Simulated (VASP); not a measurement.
Wanted: the native input for a VASP 6.6.1 run.

```yaml
Task: single point
Functional: r2SCAN
Dispersion: rVV10
Potentials_or_basis: VASP PAW PBE potentials, release 64 (Mg, Se)
Cutoff: 660 eV
k_mesh: 8 × 8 × 8
Occupations: gaussian, width 0.02 eV
Spin: no spin polarisation
Dipole_correction: no
Further_INCAR_settings: ALGO = Normal; EDIFF = 1e-06; NBANDS = 11
```

Crystal: MgSe (r.b).

```
Mg Se
1.0
     0.00000    2.72763    2.72763
     2.72763    0.00000    2.72763
     2.72763    2.72763    0.00000
Mg Se
1 1
Direct
  0.00000 0.00000 0.00000
  0.50000 0.50000 0.50000
```

The input as run:

POSCAR

```
MgSe
1.0
    0.0000000000      2.7276312241      2.7276312241
    2.7276312241      0.0000000000      2.7276312241
    2.7276312241      2.7276312241      0.0000000000
Mg Se
1 1
Direct
    0.0000000000      0.0000000000      0.0000000000
    0.5000000000      0.5000000000      0.5000000000
```

INCAR.step1

```
SYSTEM = MgSe
PREC = Accurate
ENCUT = 660
ISMEAR = 0
SIGMA = 0.02
LREAL = .FALSE.
LASPH = .TRUE.
NELM = 120
NBANDS = 11
GGA = PE
ALGO = Normal
EDIFF = 1E-5
LWAVE = .TRUE.
LCHARG = .FALSE.
GGA_COMPAT = .FALSE.
```

INCAR.step2

```
SYSTEM = MgSe
PREC = Accurate
ENCUT = 660
EDIFF = 1E-6
ISMEAR = 0
SIGMA = 0.02
LREAL = .FALSE.
LASPH = .TRUE.
NELM = 120
ALGO = Normal
ISIF = 2
LWAVE = .FALSE.
LCHARG = .FALSE.
METAGGA = R2SCAN
LMIXTAU = .TRUE.
LUSE_VDW = .TRUE.
IVDW_NL = 2
BPARAM = 11.95
CPARAM = 0.0093
NBANDS = 11
ISTART = 1
GGA_COMPAT = .FALSE.
```

KPOINTS

```
regular mesh
0
G
  8 8 8
  0 0 0
```

Potentials or basis: VASP PAW PBE potentials, release 64 (Mg, Se).

Run with:

```console
$ cat potpaw_PBE.64/Mg/POTCAR potpaw_PBE.64/Se/POTCAR > POTCAR
$ cp INCAR.step1 INCAR
$ mpirun -np 1 vasp_std > vasp.out
$ cp INCAR.step2 INCAR
$ mpirun -np 1 vasp_std > vasp.out
```

Results of the run:

```
Pressure               : -0.2 GPa
Band gap on the k mesh : 2.43 eV, indirect (least direct gap 3.44 eV)
```

Caveat: the PAW data sets were made with another functional, which shifts forces and pressure a little.

Run time: 71 s on 1 thread of Intel(R) Xeon(R) 6975P-C (Granite Rapids) (shared host), peak memory 0.33 GiB.
